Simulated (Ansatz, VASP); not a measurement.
# One calculation of SnSe, two programs

```
Sn Se
1.0
     4.36937    0.00000    0.00000
     0.00000    4.36937    0.00000
     0.00000    0.00000   11.20625
Sn Se
2 2
Direct
  0.00000 0.50000 0.62777
  0.50000 0.00000 0.37223
  0.00000 0.50000 0.38396
  0.50000 0.00000 0.61604
```

Alike in both runs: task single point; functional r2SCAN; k mesh 6 × 6 × 3; occupations fermi-dirac, width 0.05 eV; no spin polarisation.

|  | VASP | Ansatz |
| --- | --- | --- |
| version | VASP 6.6.1 | Ansatz 0.2.0 |
| potentials or method | VASP PAW PBE potentials, release 64 (Sn_d, Se) | Ansatz PAW |
| plane-wave cutoff (eV) | 520 | 500 |
| valence electrons in the cell | 40 | 60 |

Ansatz gave:

| Quantity | Value |
| --- | --- |
| gap on the k mesh at the Fermi level (eV) | 1.83 |
| least direct gap on the mesh (eV) | 1.83 |
| rms of the force components (eV/Å) | 0.199 |

Question: Estimate VASP's values.

Answer: gap on the k mesh at the Fermi level (eV): 1.83; least direct gap on the mesh (eV): 1.83; rms of the force components (eV/Å): 0.193.

VASP's potentials were made for PBE, not for r2SCAN. Atom by atom the forces differ by 0.006 eV/Å (rms over components). With one functional, cell and mesh, what is left measures potentials, basis and numerics. VASP's potentials hold 40 valence electrons a cell and Ansatz's 60, so a difference there can come from the potentials and not from the codes.

Noted on Ansatz's run: odd divisions of the mesh miss points on the zone boundary, where band edges often lie, so the gap on the mesh can be too wide.
